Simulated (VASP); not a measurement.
Input of a VASP 6.6.1 run:

The input INCAR:

```
ALGO     = Normal         # electronic algorithm
EDIFF    = 1E-6           # SCF threshold, eV
ENCUT    = 520            # plane-wave cutoff, eV
GGA      = PE             # functional
ISIF     = 2              # what is computed and relaxed
ISMEAR   = -5             # smearing method
LASPH    = T              # aspherical terms in the spheres
LCHARG   = F              # write CHGCAR
LREAL    = F              # projectors in reciprocal space
LWAVE    = F              # write WAVECAR
NBANDS   = 16             # bands
NELM     = 80             # most SCF steps
PREC     = Accurate       # precision mode
SIGMA    = 0.1            # smearing width, eV
```

The input KPOINTS:

```
k-points
0
Gamma
  5 5 5
```

Contents of POSCAR:

```
HgTe
1.0
    0.0000000000      3.1800000000      3.1800000000
    3.1800000000      0.0000000000      3.1800000000
    3.1800000000      3.1800000000      0.0000000000
Hg Te
1 1
Direct
    0.0000000000      0.0000000000      0.0000000000
    0.5000000000      0.5000000000      0.5000000000
```

Potentials or basis: VASP PAW PBE potentials, release 64 (Hg, Te).

The run is started by

```bash
$ cat potpaw_PBE.64/Hg/POTCAR potpaw_PBE.64/Te/POTCAR > POTCAR
$ mpirun -np 1 vasp_std > vasp.out
```

Task: Estimate the pressure.

Result: -3.5 GPa.

Task: What does it give for the band gap on the k mesh?

Result: Zero (band 9 reaches 3.30 eV, above the bottom of band 10 at 1.43 eV).

Caveat: spin-orbit coupling is left out, which moves the levels of the heavy elements; tetrahedron occupations give inexact forces and stress in metals.
